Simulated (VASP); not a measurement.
Here is a VASP 6.6.1 calculation.

INCAR

```
PREC     = Accurate       # precision mode
ENCUT    = 520            # plane-wave cutoff, eV
EDIFF    = 1E-6           # SCF threshold, eV
ISMEAR   = -1             # smearing method
SIGMA    = 0.08           # smearing width, eV
LREAL    = F              # projectors in reciprocal space
LASPH    = T              # aspherical terms in the spheres
NELM     = 60             # most SCF steps
ALGO     = Normal         # electronic algorithm
ISIF     = 2              # what is computed and relaxed
LWAVE    = F              # write WAVECAR
LCHARG   = F              # write CHGCAR
GGA      = PE             # functional
NBANDS   = 12             # bands
```

File KPOINTS:

```
regular mesh
0
Gamma
  15 15 14
```

Contents of POSCAR:

```
Ag
1.0
    2.5130750006      0.0000000000      0.0000000000
   -1.2565375003      2.1763867921      0.0000000000
    0.0000000000      0.0000000000      2.4152672835
Ag
1
Direct
    0.0000000000      0.0000000000      0.0000000000
```

Potentials or basis: VASP PAW PBE potentials, release 64 (Ag).

Command:

```bash
$ cat potpaw_PBE.64/Ag/POTCAR > POTCAR
$ mpirun -np 1 vasp_std > vasp.out
```

Task: Predict the pressure.

Result: 86.8 GPa.

Stress tensor (GPa, compression positive):
```
86.90  0.00  0.00
 0.00 86.90  0.00
 0.00  0.00 86.64
```
